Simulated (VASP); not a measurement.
A run of VASP 6.6.1 is set up as follows.

INCAR

```
SYSTEM = Zn
PREC = Accurate
ENCUT = 520
EDIFF = 1E-7
ISMEAR = -1
SIGMA = 0.05
LREAL = .False.
LASPH = .True.
NELM = 60
ALGO = Normal
ISIF = 2
LWAVE = .False.
LCHARG = .True.
LDIPOL = .True.
IDIPOL = 3
DIPOL = 0.5 0.5 0.500
GGA = PE
LELF = .True.
LVHAR = .True.
LVACPOTAV = .True.
NBANDS = 38
```

Contents of KPOINTS:

```
regular mesh
0
Gamma
  11 11 1
  0 0 0
```

Contents of POSCAR:

```
Zn
1.0
    2.6647980532      0.0000000000      0.0000000000
   -1.3323990266      2.3077828100      0.0000000000
    0.0000000000      0.0000000000     24.8934000000
Zn
5
Direct
    0.3333333333      0.6666666666      0.3012846779
    0.6666666667      0.3333333334      0.4006423389
    0.3333333333      0.6666666666      0.5000000000
    0.6666666667      0.3333333334      0.5993576611
    0.3333333333      0.6666666666      0.6987153221
```

Potentials or basis: VASP PAW PBE potentials, release 64 (Zn).

Command:

```sh
$ cat potpaw_PBE.64/Zn/POTCAR > POTCAR
$ mpirun -np 1 vasp_std > vasp.out
```

(1) Predict the band gap on the k mesh.

(2) Estimate the largest force.

Results:

(1) zero (band 30 reaches 0.87 eV, above the bottom of band 31 at -3.08 eV).

(2) 0.153 eV/Å.
